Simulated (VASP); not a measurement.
Co:

```xyz
4
Lattice="2.4201 0.0000 0.0000 -1.2101 2.0959 0.0000 0.0000 0.0000 7.9231" Properties=species:S:1:pos:R:3 pbc="T T T"
Co    1.2101    0.6986    5.9423
Co    0.0000    0.0000    3.9616
Co    0.0000    1.3973    1.9808
Co    0.0000    0.0000    0.0000
```

Base run:

* Program: VASP 6.6.1
* Functional: BLYP
* Dispersion: D3(BJ)
* Potentials or basis: VASP PAW PBE potentials, release 64 (Co)
* Cutoff: 520 eV
* k mesh: 12 × 12 × 4
* Occupations: fermi-dirac, width 0.05 eV
* Spin: collinear spin, ferromagnetic start
* Starting moments: [2.0, 2.0, 2.0, 2.0] μB

Its results: pressure 13.0 GPa; net moment 6.07 μB per cell; site moments Co +1.53, +1.51 μB.

Question: The run is repeated on the same cell with these changes: functional from BLYP to RPBE; further incar settings from ALGO = Normal; EDIFF = 1e-06; NBANDS = 30 to ALGO = Fast; EDIFF = 1e-07; NBANDS = 30. What comes out?

Answer: Pressure -8.7 GPa; net moment 6.31 μB per cell; site moments Co +1.59, +1.57 μB.

Caveats: the PAW data sets were made with another functional, which shifts forces and pressure a little; pairwise dispersion overbinds metals, which lowers pressure and volume.
